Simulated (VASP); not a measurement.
Crystal: Hf2Bi2O.

```
Hf Bi O
1.0
     4.31342    0.00000    0.00000
     0.00000    4.31342    0.00000
     0.00000    0.00000    6.76710
Hf Bi O
2 2 1
Direct
  0.00000 0.00000 0.30999
  0.00000 0.00000 0.69001
  0.50000 0.50000 0.00000
  0.50000 0.50000 0.50000
  0.00000 0.00000 0.00000
```

The cell was generated, and may not be a known phase.

| Quantity | Value |
| --- | --- |
| Program | VASP 6.6.1 |
| Task | relaxation of cell and atoms |
| Functional | PBE |
| Potentials or basis | VASP PAW PBE potentials, release 64 (Hf_pv, Bi_d, O) |
| Cutoff | 600 eV |
| k mesh | 4 × 4 × 4 |
| Occupations | gaussian, width 0.1 eV |
| Spin | no spin polarisation |

At the start: pressure -4.0 GPa; volume 25.18 Å³/atom.

**Question.** How do energy, volume and symmetry change on relaxing?

**Answer.** Over 16 steps the energy falls by 494.0 meV/atom and the volume is 21.87 Å³/atom (-13.2 %); space group P4/mmm (No. 123, to 0.1 Å) before and after.

The path:
| step | energy change (eV) | largest force (eV/Å) | pressure (GPa) | volume (Å³) |
| --- | --- | --- | --- | --- |
| 1 | 0.0000 | 4.3075 | -4.04 | 125.91 |
| 2 | -1.2423 | 0.3387 | 5.73 | 114.66 |
| 3 | -1.2520 | 0.2442 | 4.60 | 115.41 |
| 4 | -1.9906 | 0.8513 | 0.43 | 117.02 |
| 5 | -2.1531 | 1.3966 | -0.32 | 117.55 |
| 6 | -1.9920 | 1.9593 | 0.52 | 117.76 |
| 7 | -2.1606 | 1.9446 | -0.11 | 117.78 |
| 8 | -2.1711 | 1.8722 | -0.12 | 117.74 |
| 9 | -2.2919 | 0.3049 | -5.57 | 117.47 |
| 10 | -2.3280 | 0.2715 | -4.09 | 117.59 |
| 11 | -2.4459 | 0.3266 | 0.08 | 109.55 |
| 12 | -2.4459 | 0.3286 | 0.16 | 109.38 |
| 13 | -2.4637 | 0.2306 | 0.31 | 109.16 |
| 14 | -2.4685 | 0.1359 | 0.50 | 108.94 |
| 15 | -2.4675 | 0.1567 | -0.74 | 109.91 |
| 16 | -2.4698 | 0.0069 | -0.05 | 109.35 |

Final structure:
```cif
data_structure
_symmetry_space_group_name_H-M 'P 1'
_symmetry_Int_Tables_number 1
_cell_length_a 3.7756
_cell_length_b 3.7756
_cell_length_c 7.6707
_cell_angle_alpha 90.000
_cell_angle_beta 90.000
_cell_angle_gamma 90.000
_cell_volume 109.35
loop_
_atom_site_label
_atom_site_type_symbol
_atom_site_fract_x
_atom_site_fract_y
_atom_site_fract_z
_atom_site_occupancy
Hf1 Hf 0.00000 0.00000 0.26138 1
Hf2 Hf 0.00000 0.00000 0.73862 1
Bi1 Bi 0.50000 0.50000 0.00000 1
Bi2 Bi 0.50000 0.50000 0.50000 1
O1 O 0.00000 0.00000 0.00000 1
```

Caveat: the k points lie up to 0.42 Å⁻¹ apart in the final cell, too coarse for converged energies and pressures of a metal.
